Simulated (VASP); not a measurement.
# Si5Mo in VASP: further runs

Si5Mo is run at these levels: PBE; tasks: single point.

Everything below comes from runs of VASP 6.6.1. Logs are shortened: lines on timing, memory, paths and dates and some standing lists are left out, and cuts for length are marked.

### Step 1. The cell of the first run

The typed cell holds 6 atoms: a = 5.771 Å, b = 5.771 Å, c = 3.832 Å, α = 90.00°, β = 90.00°, γ = 90.03°.

The cell was built from a structure type or drawn by symmetry, and may not be a known phase.

### Step 2. Single point, PBE

INCAR reads:

```
  PREC = Accurate
  ENCUT = 520
  EDIFF = 1E-7
  ISMEAR = 0
  SIGMA = 0.1
  LREAL = F
  LASPH = T
  NELM = 60
  ALGO = Normal
  ISIF = 2
  LWAVE = F
  LCHARG = T
  GGA = PE
  LELF = T
  LVHAR = T
  NBANDS = 26
```

KPOINTS reads:

```
regular mesh
0
Gamma
  4 4 4
```

POSCAR reads:

```
Si5Mo
1.0
    4.0793127128     -4.0814981401      0.0000000000
    4.0793127128      4.0814981401      0.0000000000
    0.0000000000      0.0000000000      3.8322871245
Si Mo
5 1
Direct
    0.2922565931      0.2922565931      0.0000000000
    0.7077434069      0.7077434069      0.0000000000
    0.7076640592      0.2923359408      0.0000000000
    0.2923359408      0.7076640592      0.0000000000
    0.0000000000      0.0000000000      0.0000000000
    0.5000000000      0.5000000000      0.5000000000
```

Potentials or basis: VASP PAW PBE potentials, release 64 (Si, Mo_sv).

Started as:

```console
cat potpaw_PBE.64/Si/POTCAR potpaw_PBE.64/Mo_sv/POTCAR > POTCAR
mpirun -np 1 vasp_std > vasp.out
```

OUTCAR:

```text
PREC = Accurate
   ENCUT = 520
   EDIFF = 1E-7
   ISMEAR = 0
   LREAL = F
   LASPH = T
   NELM = 60
   ISIF = 2
   GGA = PE

 ion  position               nearest neighbor table
   1  0.292  0.292  0.000-   5 2.38   4 2.40   3 2.40   6 2.56   6 2.56
   2  0.708  0.708  0.000-   5 2.38   4 2.40   3 2.40   6 2.56   6 2.56
   3  0.708  0.292  0.000-   5 2.39   2 2.40   1 2.40   6 2.56   6 2.56
   4  0.292  0.708  0.000-   5 2.39   2 2.40   1 2.40   6 2.56   6 2.56
   5  0.000  0.000  0.000-   1 2.38   2 2.38   3 2.39   4 2.39
   6  0.500  0.500  0.500-   1 2.56   2 2.56   1 2.56   2 2.56   3 2.56   4 2.56   3 2.56   4 2.56

  LATTYP: Found a base centered orthorhombic cell.
 ALAT       =     8.1586254256
 B/A-ratio  =     1.0005357342
 C/A-ratio  =     0.4697221559

  Lattice vectors:

 A1 = (   4.0793127128,  -4.0814981401,   0.0000000000)
 A2 = (   4.0793127128,   4.0814981401,   0.0000000000)
 A3 = (   0.0000000000,   0.0000000000,   3.8322871245)

Analysis of symmetry for initial positions (statically):
=====================================================================
 Subroutine PRICEL returns:
 Original cell was already a primitive cell.

 Routine SETGRP: Setting up the symmetry group for a
 base centered orthorhombic supercell.

 Subroutine GETGRP returns: Found  8 space group operations
 (whereof  8 operations were pure point group operations)
 out of a pool of  8 trial point group operations.

The static configuration has the point symmetry D_2h.

Analysis of symmetry for dynamics (positions and initial velocities):
=====================================================================
 Subroutine PRICEL returns:
 Original cell was already a primitive cell.

 Routine SETGRP: Setting up the symmetry group for a
 base centered orthorhombic supercell.

 Subroutine GETGRP returns: Found  8 space group operations
 (whereof  8 operations were pure point group operations)
 out of a pool of  8 trial point group operations.

The dynamic configuration has the point symmetry D_2h.

 Subroutine INISYM returns: Found  8 space group operations
 (whereof  8 operations are pure point group operations),
 and found     1 'primitive' translations

----------------------------------------------------------------------------------------

                                     Primitive cell

  volume of cell :     127.6129

  direct lattice vectors                    reciprocal lattice vectors
     4.079312713 -4.081498140  0.000000000     0.122569667 -0.122504037  0.000000000
     4.079312713  4.081498140  0.000000000     0.122569667  0.122504037  0.000000000
     0.000000000  0.000000000  3.832287125     0.000000000  0.000000000  0.260940782

  length of vectors
     5.770564901  5.770564901  3.832287125     0.173293284  0.173293284  0.260940782

  position of ions in fractional coordinates (direct lattice)
     0.292256593  0.292256593  0.000000000
     0.707743407  0.707743407  0.000000000
     0.707664059  0.292335941  0.000000000
     0.292335941  0.707664059  0.000000000
     0.000000000  0.000000000  0.000000000
     0.500000000  0.500000000  0.500000000

  ion indices of the primitive-cell ions
   primitive index   ion index
                 1           1
                 2           2
                 3           3
                 4           4
                 5           5
                 6           6

----------------------------------------------------------------------------------------

 KPOINTS: regular mesh

Automatic generation of k-mesh.
 Grid dimensions read from file:
 generate k-points for:    4    4    4

 Generating k-lattice:

  Cartesian coordinates                     Fractional coordinates (reciprocal lattice)
     0.030642417 -0.030626009  0.000000000     0.250000000  0.000000000  0.000000000
     0.030642417  0.030626009  0.000000000     0.000000000  0.250000000  0.000000000
     0.000000000  0.000000000  0.065235196     0.000000000  0.000000000  0.250000000

  Length of vectors
     0.043323321  0.043323321  0.065235196

  Shift w.r.t. Gamma in fractional coordinates (k-lattice)
     0.000000000  0.000000000  0.000000000

 Subroutine IBZKPT returns following result:
 ===========================================

 Found     21 irreducible k-points:

 Following reciprocal coordinates:
            Coordinates               Weight
  0.000000  0.000000  0.000000      1.000000
  0.250000 -0.000000  0.000000      4.000000
  0.500000 -0.000000  0.000000      2.000000
  0.250000  0.250000  0.000000      2.000000
  0.500000  0.250000  0.000000      4.000000
 -0.250000  0.250000  0.000000      2.000000
[... 13 lines left out ...]
 -0.250000  0.250000  0.500000      2.000000
  0.500000  0.500000  0.500000      1.000000
   k-points           NKPTS =     21   k-points in BZ     NKDIM =     21   number of bands    NBANDS=     26
   number of dos      NEDOS =    301   number of ions     NIONS =      6
   total plane-waves  NPLWV =  69120
   dimension x,y,z NGX =    48 NGY =   48 NGZ =   30
   dimension x,y,z NGXF=    96 NGYF=   96 NGZF=   60
   ions per type =               5   1
   NGX,Y,Z   is equivalent  to a cutoff of  13.83, 13.83, 13.01 a.u.
   NGXF,Y,Z  is equivalent  to a cutoff of  27.66, 27.66, 26.03 a.u.
 SYSTEM =  unknown system
   PREC   = accura    normal or accurate (medium, high low for compatibility)
   ISTART =      0    job   : 0-new  1-cont  2-samecut
   ICHARG =      2    charge: 1-file 2-atom 10-const
   ISPIN  =      1    spin polarized calculation?
   LNONCOLLINEAR =      F non collinear calculations
   LSORBIT =      F    spin-orbit coupling
   LASPH  =      T    aspherical Exc in radial PAW
   ENCUT  =  520.0 eV  38.22 Ry    6.18 a.u.  10.73 10.73  7.13*2*pi/ulx,y,z
   NELM   =     60;   NELMIN=  2; NELMDL= -5     # of ELM steps
   EDIFF  = 0.1E-06   stopping-criterion for ELM
   LREAL  =      F    real-space projection
   EDIFFG = 0.1E-05   stopping-criterion for IOM
   NSW    =      0    number of steps for IOM
   IBRION =     -1    ionic relax: 0-MD 1-quasi-New 2-CG
   NFREE  =      0    steps in history (QN), initial steepest desc. (CG)
   ISIF   =      2    stress and relaxation
   ISYM   =      2    0-nonsym 1-usesym 2-fastsym
   POTIM  = 0.5000    time-step for ionic-motion
   TEBEG  =    0.0;   TEEND  =   0.0 temperature during run
   PSTRESS=    0.0 pullay stress
   NELECT =      34.0000    total number of electrons
   NUPDOWN=      -1.0000    fix difference up-down
   EMIN   =  10.00;   EMAX   =-10.00  energy-range for DOS
   EFERMI =   0.00;   METHOD = LEGACY
   ISMEAR =     0;   SIGMA  =   0.10  broadening in eV -4-tet -1-fermi 0-gaus
   EFERMI_NEDOS =   21; number of points for ismear=-14 and -15
   IALGO  =     38    algorithm
   IMIX   =      4    mixing-type and parameters
     AMIX     =   0.40;   BMIX     =  1.00
     AMIX_MAG =   1.60;   BMIX_MAG =  1.00
  volume/ion in A,a.u.               =      21.27       143.53
  Fermi-wavevector in a.u.,A,eV,Ry     =   1.053423  1.990681 15.098394  1.109701
  Thomas-Fermi vector in A             =   2.188544
   LORBIT       =      0    0 simple, 1 ext, 2 COOP (PROOUT), +10 PAW based schemes
   GGA     = PE    functional components
   LHFCALC =     F    Hartree Fock is set to
   AEXX    =    0.0000 exact exchange contribution
   IVDW    =     0    specifies the selected vdW correction
   LEPSILON=     F    determine dielectric tensor
   LRPA    =     F    only Hartree local field effects (RPA)
 non-spin polarized calculation
 Gauss-broadening in eV      SIGMA  =   0.10
  energy-cutoff  :      520.00
  volume of cell :      127.61
 maximum number of plane-waves:      3472
 NGX is ok and might be reduce to    48
   NGX = 21   NGY = 21   NGZ = 15

 number of electron      33.9999998 magnetization

 Free energy of the ion-electron system (eV)
  ---------------------------------------------------
  ext. energy  EPLUGINS =         0.00000000
  ---------------------------------------------------
  free energy    TOTEN  =       -34.64509817 eV

  energy without entropy =      -34.61647156  energy(sigma->0) =      -34.63078487

 E-fermi :   5.5873     XC(G=0):  -9.4829

 val. band max:        5.5709807045   @ k =   0.5000   0.2500   0.5000
 cond. band min:       5.5945209777   @ k =   0.5000   0.5000   0.5000
 fundamental gap:      0.0235402733
 Fermi energy:         5.5872946393

 k-point     1 :       0.0000    0.0000    0.0000
  band No.  band energies     occupation
      1     -54.8868      2.00000
      2     -29.0655      2.00000
      3     -29.0315      2.00000
      4     -29.0315      2.00000
      5      -6.1688      2.00000
      6      -2.9647      2.00000
[... 18 lines left out ...]
     25      10.3709      0.00000
     26      10.6951      0.00000

 k-point     2 :       0.2500   -0.0000    0.0000
  band No.  band energies     occupation
      1     -54.8868      2.00000
      2     -29.0655      2.00000
      3     -29.0316      2.00000
      4     -29.0315      2.00000
      5      -5.9534      2.00000
      6      -3.9180      2.00000
[... 18 lines left out ...]
     25      11.0498      0.00000
     26      11.1155      0.00000

 k-point     3 :       0.5000   -0.0000    0.0000
  band No.  band energies     occupation
      1     -54.8868      2.00000
      2     -29.0655      2.00000
      3     -29.0316      2.00000
      4     -29.0315      2.00000
      5      -5.5709      2.00000
      6      -4.6846      2.00000
[... 485 lines left out ...]
 k-point    20 :      -0.2500    0.2500    0.5000
  band No.  band energies     occupation
      1     -54.8850      2.00000
      2     -29.1212      2.00000
      3     -29.0258      2.00000
      4     -29.0258      2.00000
      5      -4.7629      2.00000
      6      -3.3834      2.00000
[... 18 lines left out ...]
     25       9.7202      0.00000
     26      11.1468      0.00000

 k-point    21 :       0.5000    0.5000    0.5000
  band No.  band energies     occupation
      1     -54.8849      2.00000
      2     -29.1212      2.00000
      3     -29.0258      2.00000
      4     -29.0258      2.00000
      5      -3.9582      2.00000
      6      -3.6327      2.00000
[... 18 lines left out ...]
     25      10.1511      0.00000
     26      11.9497      0.00000

------------------------ aborting loop because EDIFF is reached ----------------------------------------

  FORCE on cell =-STRESS in cart. coord.  units (eV):
  Direction    XX          YY          ZZ          XY          YZ          ZX
  --------------------------------------------------------------------------------------
  -------------------------------------------------------------------------------------
  Total        0.0109784     -0.0187431     -0.1291245     -0.0000000      0.0000000      0.0000000
  in kB        0.1378341     -0.2353186     -1.6211547     -0.0000000      0.0000000      0.0000000
  external PRESSURE =      -0.5728797 kB  Pullay stress =       0.0000000 kB

 VOLUME and BASIS-vectors are now :
 -----------------------------------------------------------------------------
  energy-cutoff  :      520.00
  volume of cell :      127.61
      direct lattice vectors                 reciprocal lattice vectors
     4.079312713 -4.081498140  0.000000000     0.122569667 -0.122504037  0.000000000
     4.079312713  4.081498140  0.000000000     0.122569667  0.122504037  0.000000000
     0.000000000  0.000000000  3.832287125     0.000000000  0.000000000  0.260940782

 POSITION                                       TOTAL-FORCE (eV/Angst)
 -----------------------------------------------------------------------------------
      2.38441      0.00000      0.00000        -0.003689      0.000000      0.000000
      5.77421      0.00000      0.00000         0.003689      0.000000     -0.000000
      4.07931     -1.69516      0.00000        -0.000000     -0.009105      0.000000
      4.07931      1.69516      0.00000        -0.000000      0.009105      0.000000
      0.00000      0.00000      0.00000        -0.000000      0.000000      0.000000
      4.07931      0.00000      1.91614        -0.000000      0.000000      0.000000
 -----------------------------------------------------------------------------------
    total drift:                               -0.000000     -0.000000     -0.000000

  FREE ENERGIE OF THE ION-ELECTRON SYSTEM (eV)
  ---------------------------------------------------
  free  energy   TOTEN  =       -34.6450981667 eV

  energy  without entropy=      -34.6164715638  energy(sigma->0) =      -34.63078487
```

Wall time 1.8 min (1 thread of Intel Xeon 8259CL, shared host); peak memory 0.27 GiB.

What came out:

```yaml
Free_energy: -34.6451 eV
Pressure: -0.1 GPa
Largest_force: 0.009 eV/Å
Band_gap_on_the_k_mesh: zero (bands 17 and 18 overlap by 1.50 eV)
```

Forces on the atoms (eV/Å):
```
Si  -0.004  0.000  0.000
Si   0.004  0.000  0.000
Si   0.000 -0.009  0.000
Si   0.000  0.009  0.000
Si   0.000  0.000  0.000
Mo   0.000  0.000  0.000
```

Stress tensor (GPa, compression positive):
```
 0.01  0.00  0.00
 0.00 -0.02  0.00
 0.00  0.00 -0.16
```

Caveat: the k points lie up to 0.41 Å⁻¹ apart, too coarse for converged energies and pressures of a metal.

### Step 3. Single point, PBE

This run uses another cell than the first one, of 18.98 Å³/atom.

INCAR reads:

```
PREC = Accurate
ENCUT = 520
EDIFF = 1E-6
ISMEAR = 0
SIGMA = 0.1
LREAL = F
LASPH = T
NELM = 100
ALGO = Normal
ISIF = 2
LWAVE = F
LCHARG = F
GGA = PE
NBANDS = 26
```

KPOINTS reads:

```
Automatic mesh
0
Gamma
  6 6 12
```

POSCAR reads:

```
Si5Mo
1.0
    6.1857359570      0.0000000000      0.0000000000
    0.0000000000      6.1857359570      0.0000000000
    0.0000000000      0.0000000000      2.9768398625
Si Mo
5 1
Direct
    0.2723417850      0.2723417850      0.0000000000
    0.7276582150      0.7276582150      0.0000000000
    0.7276582150      0.2723417850      0.0000000000
    0.2723417850      0.7276582150      0.0000000000
    0.0000000000      0.0000000000      0.0000000000
    0.5000000000      0.5000000000      0.5000000000
```

Potentials or basis: VASP PAW PBE potentials, release 64 (Si, Mo_sv).

Started as:

```console
cat potpaw_PBE.64/Si/POTCAR potpaw_PBE.64/Mo_sv/POTCAR > POTCAR
mpirun -np 1 vasp_std > vasp.out
```

Run time: 3.3 min. Hardware: 1 thread of Intel Xeon 8259CL, shared host; peak memory 0.33 GiB.

Results (log left out):

```
Free energy            : -35.4431 eV
Pressure               : 0.1 GPa
Largest force          : 0.015 eV/Å
Band gap on the k mesh : zero (bands 17 and 18 overlap by 1.66 eV)
```

Forces in eV/Å, atoms in the order of the input:
```
Si  -0.011 -0.011  0.000
Si   0.011  0.011  0.000
Si   0.011 -0.011  0.000
Si  -0.011  0.011  0.000
Si   0.000  0.000  0.000
Mo   0.000  0.000  0.000
```

Levels at points of the mesh, in eV from the Fermi level:
```
           k point  band 15  band 16  band 17  band 18  band 19  band 20
(0.00, 0.00, 0.00)    -0.38    -0.38     0.41     1.12     2.53     2.53
(0.50, 0.00, 0.00)    -0.64    -0.41    -0.37     1.81     1.86     3.19
(0.50, 0.50, 0.00)    -0.40    -0.04    -0.04    -0.03     0.04     0.95
(0.00, 0.00, 0.50)    -2.58    -2.30    -2.22    -1.00     2.06     2.64
(0.50, 0.00, 0.50)    -0.84    -0.82    -0.63    -0.57     0.06     1.51
(0.50, 0.50, 0.50)    -2.02    -0.66    -0.65     0.07     0.18     1.88
```

### Step 4. Single point, PBE

This run uses another cell than the first one, of 19.00 Å³/atom.

INCAR reads:

```
SYSTEM = Si5Mo
PREC = Accurate ; ENCUT = 520
EDIFF = 1E-6 ; ISMEAR = 0
SIGMA = 0.1 ; LREAL = .False.
LASPH = .True. ; NELM = 100
ALGO = Normal ; ISIF = 2
LWAVE = .False. ; LCHARG = .False.
GGA = PE ; NBANDS = 26
```

KPOINTS reads:

```
Automatic mesh
0
Gamma
  8 8 10
  0 0 0
```

POSCAR reads:

```
Si5Mo
1.0
    6.1595285885      0.0000000000      0.0000000000
    0.0000000000      6.1595285885      0.0000000000
    0.0000000000      0.0000000000      3.0053489315
Si Mo
5 1
Direct
    0.2724409892      0.2724409892      0.0000000000
    0.7275590108      0.7275590108      0.0000000000
    0.7275590108      0.2724409892      0.0000000000
    0.2724409892      0.7275590108      0.0000000000
    0.0000000000      0.0000000000      0.0000000000
    0.5000000000      0.5000000000      0.5000000000
```

Started as:

```console
cat potpaw_PBE.64/Si/POTCAR potpaw_PBE.64/Mo_sv/POTCAR > POTCAR
mpirun -np 1 vasp_std > vasp.out
```

Run time: 5.1 min. Hardware: 1 thread of Intel Xeon 8259CL, shared host; peak memory 0.37 GiB.

It converged, with:

* Free energy: -35.4213 eV
* Pressure: 0.0 GPa
* Largest force: 0.016 eV/Å
* Band gap on the k mesh: zero (bands 17 and 18 overlap by 1.50 eV)

Forces on the atoms (eV/Å):
```
Si  -0.011 -0.011  0.000
Si   0.011  0.011  0.000
Si   0.011 -0.011  0.000
Si  -0.011  0.011  0.000
Si   0.000  0.000  0.000
Mo   0.000  0.000  0.000
```

Levels at points of the mesh, in eV from the Fermi level:
```tsv
k point	band 14	band 15	band 16	band 17	band 18	band 19	band 20	band 21
(0.00, 0.00, 0.00)	-0.47	-0.47	-0.33	0.48	1.26	2.68	2.68	3.10
(0.50, 0.00, 0.00)	-1.40	-0.53	-0.51	-0.47	1.93	1.96	3.34	3.58
(0.50, 0.50, 0.00)	-0.49	-0.49	0.07	0.09	0.09	0.17	1.11	3.41
(0.00, 0.00, 0.50)	-2.46	-2.46	-2.27	-2.14	-0.98	2.04	2.68	2.68
(0.50, 0.00, 0.50)	-1.89	-0.79	-0.79	-0.59	-0.47	0.05	1.58	1.66
(0.50, 0.50, 0.50)	-2.88	-1.89	-0.63	-0.58	0.06	0.18	1.88	1.88
```

[end of part 1 of 2]
